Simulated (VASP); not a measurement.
Input of a VASP 6.6.1 run:

The input INCAR:

```
PREC = Accurate
ENCUT = 520
EDIFF = 1E-6
ISMEAR = 0
SIGMA = 0.01
LREAL = False
LASPH = True
NELM = 100
ALGO = Normal
ISIF = 2
LWAVE = False
LCHARG = True
GGA = PE
LELF = True
LVHAR = True
NBANDS = 26
```

KPOINTS

```
regular mesh
0
Gamma
  6 6 6
```

File POSCAR:

```
AlBSb2
1.0
   -2.8789862771      2.8789862771      5.5437503478
    2.8789862771     -2.8789862771      5.5437503478
    2.8789862771      2.8789862771     -5.5437503478
B Sb Al
2 4 2
Direct
    0.0000000000      0.0000000000      0.0000000000
    0.7500000000      0.2500000000      0.5000000000
    0.3750000000      0.3228987427      0.4478987427
    0.0728987427      0.6250000000     -0.0521012573
    0.8750000000      0.9271012573      0.5521012573
    0.6771012573      0.1250000000      0.0521012573
    0.5000000000      0.5000000000      0.0000000000
    0.2500000000      0.7500000000      0.5000000000
```

Potentials or basis: VASP PAW PBE potentials, release 64 (B, Sb, Al).

Command:

```console
$ cat potpaw_PBE.64/B/POTCAR potpaw_PBE.64/Sb/POTCAR potpaw_PBE.64/Al/POTCAR > POTCAR
$ mpirun -np 1 vasp_std > vasp.out
```

**Question.** Predict the largest force.

**Answer.** 0.006 eV/Å.

**Question.** Estimate the band gap on the k mesh.

**Answer.** 0.60 eV (least direct gap 0.71 eV).

**Question.** What does it give for the pressure?

**Answer.** 2.5 GPa.

Forces in eV/Å, atoms in the order of the input:
```
B    0.000  0.000  0.000
B    0.000  0.000  0.000
Sb  -0.006  0.000  0.000
Sb   0.000 -0.006  0.000
Sb   0.006  0.000  0.000
Sb   0.000  0.006  0.000
Al   0.000  0.000  0.000
Al   0.000  0.000  0.000
```

Caveat: spin-orbit coupling is left out, which moves the levels of the heavy elements. A k mesh can miss the band edges.
